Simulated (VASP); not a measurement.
Wanted: the native input for a VASP 6.6.1 run.

```yaml
Task: single point
Functional: PBEsol
Dispersion: D3(BJ)
Potentials_or_basis: VASP PAW PBE potentials, release 64 (Si, C)
Cutoff: 520 eV
k_mesh: 10 × 10 × 10
Occupations: gaussian, width 0.05 eV
Spin: no spin polarisation
Dipole_correction: no
Further_INCAR_settings: ALGO = Normal; EDIFF = 1e-06; NBANDS = 11
```

The structure of SiC lies in POSCAR:

```
SiC
1.0
    0.0000000000      2.1618927003      2.1618927003
    2.1618927003      0.0000000000      2.1618927003
    2.1618927003      2.1618927003      0.0000000000
Si C
1 1
Direct
    0.0000000000      0.0000000000      0.0000000000
    0.7500000000      0.7500000000      0.7500000000
```

The input as run:

INCAR

```
SYSTEM = SiC
ALGO = Normal
EDIFF = 1E-6
ENCUT = 520
GGA = PS
ISIF = 2
ISMEAR = 0
IVDW = 12
LASPH = .TRUE.
LCHARG = .TRUE.
LELF = .TRUE.
LREAL = .FALSE.
LVHAR = .TRUE.
LWAVE = .FALSE.
NBANDS = 11
NELM = 100
PREC = Accurate
SIGMA = 0.05
```

KPOINTS

```
k-points
0
G
  10 10 10
  0 0 0
```

Potentials or basis: VASP PAW PBE potentials, release 64 (Si, C).

Command:

```bash
$ cat potpaw_PBE.64/Si/POTCAR potpaw_PBE.64/C/POTCAR > POTCAR
$ mpirun -np 1 vasp_std > vasp.out
```

Results of the run:

The pressure is 1.7 GPa and the band gap on the k mesh is 1.21 eV, indirect (least direct gap 4.47 eV). The dispersion energy per atom is -0.248 eV.

Caveat: the PAW data sets were made with another functional, which shifts forces and pressure a little.

Wall time 19 s on 1 thread of AMD EPYC 7R13, on a shared host, peak memory 0.12 GiB.
